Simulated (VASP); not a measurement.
Here is a VASP 6.6.1 calculation.

INCAR

```
SYSTEM = ZrZnN
PREC = Accurate
ENCUT = 600
EDIFF = 1E-6
ISMEAR = 0
SIGMA = 0.1
LREAL = .FALSE.
LASPH = .TRUE.
NELM = 200
ALGO = Normal
ISIF = 2
LWAVE = .FALSE.
LCHARG = .TRUE.
ISPIN = 2
MAGMOM = 1 0 0
LORBIT = 11
LMAXMIX = 4
GGA = PE
LELF = .TRUE.
LVHAR = .TRUE.
NBANDS = 26
GGA_COMPAT = .FALSE.
```

The input KPOINTS:

```
Automatic mesh
0
G
  6 6 4
  0 0 0
```

Contents of POSCAR:

```
ZrZnN
1.0
    3.5599430192      0.0000000000      0.0000000000
   -1.7799715096      3.0830010907      0.0000000000
    0.0000000000      0.0000000000      5.9701118497
Zr Zn N
1 1 1
Direct
    0.3333333333      0.6666666667      0.5000000000
    0.3333333333      0.6666666667      0.0000000000
    0.0000000000      0.0000000000      0.5000000000
```

Potentials or basis: VASP PAW PBE potentials, release 64 (Zr_sv, Zn, N).

The run is started by

```console
$ cat potpaw_PBE.64/Zr_sv/POTCAR potpaw_PBE.64/Zn/POTCAR potpaw_PBE.64/N/POTCAR > POTCAR
$ mpirun -np 1 vasp_std > vasp.out
```

**Question.** What does it give for the net moment?

**Answer.** 0.00 μB per cell.

**Question.** What does it give for the pressure?

**Answer.** 0.2 GPa.

Stress tensor (GPa, compression positive):
```
0.20 0.00 0.00
0.00 0.20 0.00
0.00 0.00 0.10
```
